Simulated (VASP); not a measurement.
# Al12N in VASP: further runs

Runs on Al12N. Level: LDA. Tasks: single point.

All numbers are computed with VASP 6.6.1; they aren't measurements. Logs are shortened: lines on timing, memory, paths and dates and some standing lists are left out, and cuts for length are marked.

## (1) The cell of the first run

The cell holds a slab with vacuum, 13 atoms: a = 5.634 Å, b = 5.634 Å, c = 19.604 Å, α = 90.00°, β = 90.00°, γ = 90.00°.

## (2) Single point, LDA

INCAR reads:

```
SYSTEM = Al12N
PREC     = Accurate       ! precision mode
ENCUT    = 520            ! plane-wave cutoff, eV
EDIFF    = 1E-7           ! SCF threshold, eV
ISMEAR   = 0              ! smearing method
SIGMA    = 0.1            ! smearing width, eV
LREAL    = .False.        ! projectors in reciprocal space
LASPH    = .True.         ! aspherical terms in the spheres
NELM     = 100            ! most SCF steps
ALGO     = Normal         ! electronic algorithm
ISIF     = 2              ! what is computed and relaxed
LWAVE    = .False.        ! write WAVECAR
LCHARG   = .False.        ! write CHGCAR
LDIPOL   = .True.       
IDIPOL   = 3            
DIPOL    = 0.5 0.5 0.322
NBANDS   = 32             ! bands
```

KPOINTS reads:

```
Automatic mesh
0
Gamma
  5 5 1
  0 0 0
```

POSCAR reads:

```
Al12N
1.0
    5.6336864727      0.0000000000      0.0000000000
    0.0000000000      5.6336864727      0.0000000000
    0.0000000000      0.0000000000     19.6042970528
Al N
12 1
Direct
    0.2500000000      0.2500000000      0.2040369001
    0.2500000000      0.7500000000      0.2040369001
    0.7500000000      0.2500000000      0.2040369001
    0.7500000000      0.7500000000      0.2040369001
    0.0000000000      0.0000000000      0.3086956402
    0.0000000000      0.5000000000      0.3086956402
    0.5000000000      0.0000000000      0.3086956402
    0.5000000000      0.5000000000      0.3086956402
    0.2500000000      0.2500000000      0.4133939121
    0.2500000000      0.7500000000      0.4133939121
    0.7500000000      0.2500000000      0.4133939121
    0.7500000000      0.7500000000      0.4133939121
    0.2500000000      0.4166666667      0.4856285627
```

Potentials or basis: VASP PAW LDA potentials, release 64 (Al, N).

Run with:

```sh
> cat potpaw_LDA.64/Al/POTCAR potpaw_LDA.64/N/POTCAR > POTCAR
> mpirun -np 1 vasp_std > vasp.out
```

OUTCAR:

```text
SYSTEM = Al12N
   PREC = Accurate
   ENCUT = 520
   EDIFF = 1E-7
   ISMEAR = 0
   LREAL = .False.
   LASPH = .True.
   NELM = 100
   ISIF = 2

 ion  position               nearest neighbor table
   1  0.250  0.250  0.204-   2 2.82   3 2.82   2 2.82   3 2.82   7 2.86   8 2.86   5 2.86   6 2.86

   2  0.250  0.750  0.204-   1 2.82   4 2.82   1 2.82   4 2.82   7 2.86   8 2.86   5 2.86   6 2.86

   3  0.750  0.250  0.204-   1 2.82   4 2.82   4 2.82   1 2.82   7 2.86   8 2.86   5 2.86   6 2.86

   4  0.750  0.750  0.204-   2 2.82   3 2.82   3 2.82   2 2.82   7 2.86   8 2.86   5 2.86   6 2.86

   5  0.000  0.000  0.309-   6 2.82   7 2.82   6 2.82   7 2.82   1 2.86   2 2.86   3 2.86   4 2.86
                            11 2.86  12 2.86   9 2.86  10 2.86
   6  0.000  0.500  0.309-   5 2.82   8 2.82   5 2.82   8 2.82   1 2.86   2 2.86   3 2.86   4 2.86
                            11 2.86  12 2.86   9 2.86  10 2.86
   7  0.500  0.000  0.309-   5 2.82   8 2.82   8 2.82   5 2.82   1 2.86   2 2.86   3 2.86   4 2.86
                            11 2.86  12 2.86   9 2.86  10 2.86
   8  0.500  0.500  0.309-   6 2.82   7 2.82   7 2.82   6 2.82   1 2.86   2 2.86   3 2.86   4 2.86
                            11 2.86  12 2.86   9 2.86  10 2.86
   9  0.250  0.250  0.413-  13 1.70  11 2.82  10 2.82  10 2.82  11 2.82   6 2.86   7 2.86   8 2.86
                             5 2.86
  10  0.250  0.750  0.413-  13 2.35  12 2.82   9 2.82   9 2.82  12 2.82   6 2.86   7 2.86   8 2.86
                             5 2.86
  11  0.750  0.250  0.413-   9 2.82  12 2.82  12 2.82   9 2.82   5 2.86   6 2.86   7 2.86   8 2.86

  12  0.750  0.750  0.413-  10 2.82  11 2.82  11 2.82  10 2.82   5 2.86   6 2.86   7 2.86   8 2.86

  13  0.250  0.417  0.486-   9 1.70  10 2.35

  LATTYP: Found a simple tetragonal cell.
 ALAT       =     5.6336864727
 C/A-ratio  =     3.4798345893

  Lattice vectors:

 A1 = (   5.6336864727,   0.0000000000,   0.0000000000)
 A2 = (   0.0000000000,   5.6336864727,   0.0000000000)
 A3 = (   0.0000000000,   0.0000000000,  19.6042970528)

Analysis of symmetry for initial positions (statically):
=====================================================================
 Subroutine PRICEL returns:
 Original cell was already a primitive cell.

 Routine SETGRP: Setting up the symmetry group for a
 simple tetragonal supercell.

 Subroutine GETGRP returns: Found  2 space group operations
 (whereof  1 operations were pure point group operations)
 out of a pool of 16 trial point group operations.

The static configuration has the point symmetry C_1 .
 The point group associated with its full space group is C_1h.

Analysis of symmetry for dynamics (positions and initial velocities):
=====================================================================
 Subroutine PRICEL returns:
 Original cell was already a primitive cell.

 Routine SETGRP: Setting up the symmetry group for a
 simple tetragonal supercell.

 Subroutine GETGRP returns: Found  2 space group operations
 (whereof  1 operations were pure point group operations)
 out of a pool of 16 trial point group operations.

The dynamic configuration has the point symmetry C_1 .
 The point group associated with its full space group is C_1h.

 Subroutine INISYM returns: Found  2 space group operations
 (whereof  1 operations are pure point group operations),
 and found     1 'primitive' translations

----------------------------------------------------------------------------------------

                                     Primitive cell

  volume of cell :     622.2095

  direct lattice vectors                    reciprocal lattice vectors
     5.633686473  0.000000000  0.000000000     0.177503666  0.000000000  0.000000000
     0.000000000  5.633686473  0.000000000     0.000000000  0.177503666  0.000000000
     0.000000000  0.000000000 19.604297053     0.000000000  0.000000000  0.051009225

  length of vectors
     5.633686473  5.633686473 19.604297053     0.177503666  0.177503666  0.051009225

  position of ions in fractional coordinates (direct lattice)
     0.250000000  0.250000000  0.204036900
     0.250000000  0.750000000  0.204036900
     0.750000000  0.250000000  0.204036900
     0.750000000  0.750000000  0.204036900
     0.000000000  0.000000000  0.308695640
     0.000000000  0.500000000  0.308695640
     0.500000000  0.000000000  0.308695640
     0.500000000  0.500000000  0.308695640
     0.250000000  0.250000000  0.413393912
     0.250000000  0.750000000  0.413393912
     0.750000000  0.250000000  0.413393912
     0.750000000  0.750000000  0.413393912
     0.250000000  0.416666667  0.485628563

  ion indices of the primitive-cell ions
   primitive index   ion index
                 1           1
                 2           2
                 3           3
                 4           4
                 5           5
                 6           6
                 7           7
                 8           8
                 9           9
                10          10
                11          11
                12          12
                13          13

----------------------------------------------------------------------------------------

 KPOINTS: Automatic mesh

Automatic generation of k-mesh.
 Grid dimensions read from file:
 generate k-points for:    5    5    1

 Generating k-lattice:

  Cartesian coordinates                     Fractional coordinates (reciprocal lattice)
     0.035500733  0.000000000  0.000000000     0.200000000  0.000000000  0.000000000
     0.000000000  0.035500733  0.000000000     0.000000000  0.200000000  0.000000000
     0.000000000  0.000000000  0.051009225     0.000000000  0.000000000  1.000000000

  Length of vectors
     0.035500733  0.035500733  0.051009225

  Shift w.r.t. Gamma in fractional coordinates (k-lattice)
     0.000000000  0.000000000  0.000000000

 Subroutine IBZKPT returns following result:
 ===========================================

 Found      9 irreducible k-points:

 Following reciprocal coordinates:
            Coordinates               Weight
  0.000000  0.000000  0.000000      1.000000
  0.200000  0.000000  0.000000      2.000000
  0.000000  0.200000  0.000000      2.000000
  0.400000  0.000000  0.000000      2.000000
  0.000000  0.400000  0.000000      2.000000
  0.200000  0.200000  0.000000      4.000000
  0.400000  0.200000  0.000000      4.000000
 -0.200000  0.400000  0.000000      4.000000
  0.400000  0.400000  0.000000      4.000000
   k-points           NKPTS =      9   k-points in BZ     NKDIM =      9   number of bands    NBANDS=     32
   number of dos      NEDOS =    301   number of ions     NIONS =     13
   total plane-waves  NPLWV = 264600
   dimension x,y,z NGX =    42 NGY =   42 NGZ =  150
   dimension x,y,z NGXF=    84 NGYF=   84 NGZF=  300
   ions per type =              12   1
   NGX,Y,Z   is equivalent  to a cutoff of  12.39, 12.39, 12.72 a.u.
   NGXF,Y,Z  is equivalent  to a cutoff of  24.79, 24.79, 25.44 a.u.
 SYSTEM =  Al12N
   PREC   = accura    normal or accurate (medium, high low for compatibility)
   ISTART =      0    job   : 0-new  1-cont  2-samecut
   ICHARG =      2    charge: 1-file 2-atom 10-const
   ISPIN  =      1    spin polarized calculation?
   LNONCOLLINEAR =      F non collinear calculations
   LSORBIT =      F    spin-orbit coupling
   LASPH  =      T    aspherical Exc in radial PAW
   ENCUT  =  520.0 eV  38.22 Ry    6.18 a.u.  10.47 10.47 36.45*2*pi/ulx,y,z
   NELM   =    100;   NELMIN=  2; NELMDL= -5     # of ELM steps
   EDIFF  = 0.1E-06   stopping-criterion for ELM
   LREAL  =      F    real-space projection
   EDIFFG = 0.1E-05   stopping-criterion for IOM
   NSW    =      0    number of steps for IOM
   IBRION =     -1    ionic relax: 0-MD 1-quasi-New 2-CG
   NFREE  =      0    steps in history (QN), initial steepest desc. (CG)
   ISIF   =      2    stress and relaxation
   ISYM   =      2    0-nonsym 1-usesym 2-fastsym
   POTIM  = 0.5000    time-step for ionic-motion
   TEBEG  =    0.0;   TEEND  =   0.0 temperature during run
   PSTRESS=    0.0 pullay stress
   NELECT =      41.0000    total number of electrons
   NUPDOWN=      -1.0000    fix difference up-down
   EMIN   =  10.00;   EMAX   =-10.00  energy-range for DOS
   EFERMI =   0.00;   METHOD = LEGACY
   ISMEAR =     0;   SIGMA  =   0.10  broadening in eV -4-tet -1-fermi 0-gaus
   EFERMI_NEDOS =   21; number of points for ismear=-14 and -15
   IALGO  =     38    algorithm
   IMIX   =      4    mixing-type and parameters
     AMIX     =   0.40;   BMIX     =  1.00
     AMIX_MAG =   1.60;   BMIX_MAG =  1.00
  volume/ion in A,a.u.               =      47.86       322.99
  Fermi-wavevector in a.u.,A,eV,Ry     =   0.661237  1.249557  5.948937  0.437235
  Thomas-Fermi vector in A             =   1.733934
   LORBIT       =      0    0 simple, 1 ext, 2 COOP (PROOUT), +10 PAW based schemes
   GGA     = CA    functional components
   LHFCALC =     F    Hartree Fock is set to
   AEXX    =    0.0000 exact exchange contribution
   IVDW    =     0    specifies the selected vdW correction
   LEPSILON=     F    determine dielectric tensor
   LRPA    =     F    only Hartree local field effects (RPA)
 non-spin polarized calculation
 Gauss-broadening in eV      SIGMA  =   0.10
  energy-cutoff  :      520.00
  volume of cell :      622.21
 maximum number of plane-waves:     16799
 NGX is ok and might be reduce to    42
   NGX = 21   NGY = 21   NGZ = 73

 dipolmoment           0.000000      0.000000     -0.100738 electrons x Angstroem

 number of electron      41.0000001 magnetization

 dipolmoment           0.000000      0.000000      0.294630 electrons x Angstroem

 Free energy of the ion-electron system (eV)
  ---------------------------------------------------
  ext. energy  EPLUGINS =         0.00000000
  ---------------------------------------------------
  free energy    TOTEN  =       -53.04808889 eV

  energy without entropy =      -53.02246405  energy(sigma->0) =      -53.03527647

 E-fermi :  -1.0061     XC(G=0):  -4.4122

 val. band max:       -1.0224775687   @ k =   0.0000   0.0000   0.0000
 cond. band min:      -0.8988478509   @ k =   0.0000   0.0000   0.0000
 fundamental gap:      0.1236297178
 Fermi energy:        -1.0060877217

 k-point     1 :       0.0000    0.0000    0.0000
  band No.  band energies     occupation
      1     -13.6326      2.00000
      2     -11.2894      2.00000
      3      -8.9860      2.00000
      4      -6.9151      2.00000
      5      -6.8649      2.00000
      6      -6.7871      2.00000
[... 24 lines left out ...]
     31       1.9155      0.00000
     32       2.0832      0.00000

 k-point     2 :       0.2000    0.0000    0.0000
  band No.  band energies     occupation
      1     -13.6225      2.00000
      2     -11.1139      2.00000
      3      -8.8371      2.00000
      4      -8.4101      2.00000
      5      -6.7340      2.00000
      6      -6.5849      2.00000
[... 237 lines left out ...]
 k-point     9 :       0.4000    0.4000    0.0000
  band No.  band energies     occupation
      1     -13.5837      2.00000
      2      -9.8727      2.00000
      3      -9.0121      2.00000
      4      -8.9352      2.00000
      5      -8.0867      2.00000
      6      -7.6409      2.00000
[... 24 lines left out ...]
     31       1.9273      0.00000
     32       2.2368      0.00000

------------------------ aborting loop because EDIFF is reached ----------------------------------------

 vacuum level on the upper side and lower side of the slab       (xc-potential included)         0.765        -0.879

  FORCE on cell =-STRESS in cart. coord.  units (eV):
  Direction    XX          YY          ZZ          XY          YZ          ZX
  --------------------------------------------------------------------------------------
  -------------------------------------------------------------------------------------
  Total       -6.7468603    -10.4132758     -0.1938813      0.0000000      3.6910463      0.0000000
  in kB      -17.3730343    -26.8139830     -0.4992407      0.0000000      9.5043726      0.0000000
  external PRESSURE =     -14.8954193 kB  Pullay stress =       0.0000000 kB

 VOLUME and BASIS-vectors are now :
 -----------------------------------------------------------------------------
  energy-cutoff  :      520.00
  volume of cell :      622.21
      direct lattice vectors                 reciprocal lattice vectors
     5.633686473  0.000000000  0.000000000     0.177503666  0.000000000  0.000000000
     0.000000000  5.633686473  0.000000000     0.000000000  0.177503666  0.000000000
     0.000000000  0.000000000 19.604297053     0.000000000  0.000000000  0.051009225

 POSITION                                       TOTAL-FORCE (eV/Angst)
 -----------------------------------------------------------------------------------
      1.40842      1.40842      4.00000         0.000000     -0.075216      0.018961
      1.40842      4.22526      4.00000         0.000000      0.152453      0.021059
      4.22526      1.40842      4.00000         0.000000      0.137589      0.020541
      4.22526      4.22526      4.00000         0.000000     -0.112290      0.072001
      0.00000      0.00000      6.05176        -0.034431      0.003303      0.027121
      0.00000      2.81684      6.05176        -0.009383      0.004215     -0.069000
      2.81684      0.00000      6.05176         0.034431      0.003303      0.027121
      2.81684      2.81684      6.05176         0.009383      0.004215     -0.069000
      1.40842      1.40842      8.10430         0.000000     -1.522463     -1.691140
      1.40842      4.22526      8.10430         0.000000     -1.711447      1.396880
      4.22526      1.40842      8.10430         0.000000      0.110211      0.179237
      4.22526      4.22526      8.10430         0.000000      0.080293     -0.063525
      1.40842      2.34737      9.52041         0.000000      2.925833      0.129745
 -----------------------------------------------------------------------------------
    total drift:                               -0.000000     -0.000189      0.000042

  FREE ENERGIE OF THE ION-ELECTRON SYSTEM (eV)
  ---------------------------------------------------
  free  energy   TOTEN  =       -53.0480888878 eV

  energy  without entropy=      -53.0224640468  energy(sigma->0) =      -53.03527647

 vacuum level on the upper side and lower side of the slab         5.135         3.448
```

Wall time 6.6 min (1 thread of Intel Xeon Platinum 8488C (Sapphire Rapids), shared host); peak memory 0.49 GiB.

What came out:

```yaml
Free_energy: -53.0481 eV
Largest_force: 2.929 eV/Å
```

Forces in eV/Å, atoms in the order of the input:
```
Al   0.000 -0.075  0.019
Al   0.000  0.152  0.021
Al   0.000  0.138  0.021
Al   0.000 -0.112  0.072
Al  -0.034  0.003  0.027
Al  -0.009  0.004 -0.069
Al   0.034  0.003  0.027
Al   0.009  0.004 -0.069
Al   0.000 -1.522 -1.691
Al   0.000 -1.711  1.397
Al   0.000  0.110  0.179
Al   0.000  0.080 -0.064
N    0.000  2.926  0.130
```

## (3) Single point, LDA

INCAR reads:

```
SYSTEM = Al12N
ALGO = Normal
DIPOL = 0.5 0.5 0.323
EDIFF = 1E-6
ENCUT = 520
IDIPOL = 3
ISIF = 2
ISMEAR = 0
LASPH = .True.
LCHARG = .False.
LDIPOL = .True.
LREAL = .False.
LWAVE = .False.
NBANDS = 32
NELM = 100
PREC = Accurate
SIGMA = 0.1
```

KPOINTS reads:

```
k-points
0
Gamma
  5 5 1
  0 0 0
```

POSCAR, as its differences from that of step 2:

```diff
@@ -20,2 +20,2 @@
     0.7500000000      0.7500000000      0.4133939121
-    0.2500000000      0.4166666667      0.4856285627
+    0.2500000000      0.3333333333      0.4980023528
```

Potentials or basis: VASP PAW LDA potentials, release 64 (Al, N).

Run with:

```sh
> cat potpaw_LDA.64/Al/POTCAR potpaw_LDA.64/N/POTCAR > POTCAR
> mpirun -np 1 vasp_std > vasp.out
```

Run time: 5.6 min. Hardware: 1 thread of Intel Xeon Platinum 8488C (Sapphire Rapids), shared host; peak memory 0.49 GiB.

It converged, with:

```
Free energy   : -52.1531 eV
Largest force : 1.515 eV/Å
```

Forces in eV/Å, atoms in the order of the input:
```
Al   0.000  0.003  0.003
Al   0.000  0.062  0.018
Al   0.000  0.089  0.019
Al   0.000 -0.074  0.107
Al   0.010  0.044  0.024
Al   0.062 -0.035 -0.002
Al  -0.010  0.044  0.024
Al  -0.062 -0.035 -0.002
Al   0.000 -0.580 -1.400
Al   0.000 -0.806  0.683
Al   0.000  0.079  0.382
Al   0.000  0.050  0.017
N    0.000  1.158  0.126
```

Levels at points of the mesh, in eV from the Fermi level:
```csv
k point,band 17,band 18,band 19,band 20,band 21,band 22,band 23,band 24
"(0.00, 0.00, 0.00)",-1.18,-1.13,-0.79,-0.66,-0.40,-0.04,-0.04,0.24
```

## (4) Single point, LDA

INCAR reads:

```
SYSTEM = Al12N
PREC = Accurate
ENCUT = 520
EDIFF = 1E-6
ISMEAR = 0
SIGMA = 0.1
LREAL = .FALSE.
LASPH = .TRUE.
NELM = 100
ALGO = Normal
ISIF = 2
LWAVE = .FALSE.
LCHARG = .FALSE.
LDIPOL = .TRUE.
IDIPOL = 3
DIPOL = 0.5 0.5 0.319
NBANDS = 32
```

KPOINTS reads:

```
Automatic mesh
0
G
  5 5 1
  0 0 0
```

POSCAR, as its differences from that of step 3:

```diff
@@ -20,2 +20,2 @@
     0.7500000000      0.7500000000      0.4133939121
-    0.2500000000      0.3333333333      0.4980023528
+    0.4166666667      0.5000000000      0.4405430282
```

Run with:

```sh
> cat potpaw_LDA.64/Al/POTCAR potpaw_LDA.64/N/POTCAR > POTCAR
> mpirun -np 1 vasp_std > vasp.out
```

Run time: 5.7 min. Hardware: 1 thread of Intel Xeon Platinum 8488C (Sapphire Rapids), shared host; peak memory 0.49 GiB.

Results (log left out):

```yaml
Free_energy: -55.1612 eV
Largest_force: 2.200 eV/Å
```

Forces in eV/Å, atoms in the order of the input:
```
Al  -0.076 -0.075  0.110
Al  -0.076  0.075  0.110
Al   0.081 -0.100 -0.003
Al   0.081  0.100 -0.003
Al  -0.010  0.000 -0.264
Al  -0.296  0.000 -0.164
Al   0.178  0.000  0.080
Al   0.144  0.000 -0.042
Al  -1.012 -1.382 -0.076
Al  -1.012  1.382 -0.076
Al  -0.101  0.017  0.145
Al  -0.101 -0.017  0.145
N    2.200  0.000  0.038
```

Levels at points of the mesh, in eV from the Fermi level:
```
           k point  band 18  band 19  band 20  band 21  band 22  band 23
(0.00, 0.00, 0.00)    -1.20    -0.94    -0.61    -0.52    -0.27    -0.15
```

[end of part 1 of 2]
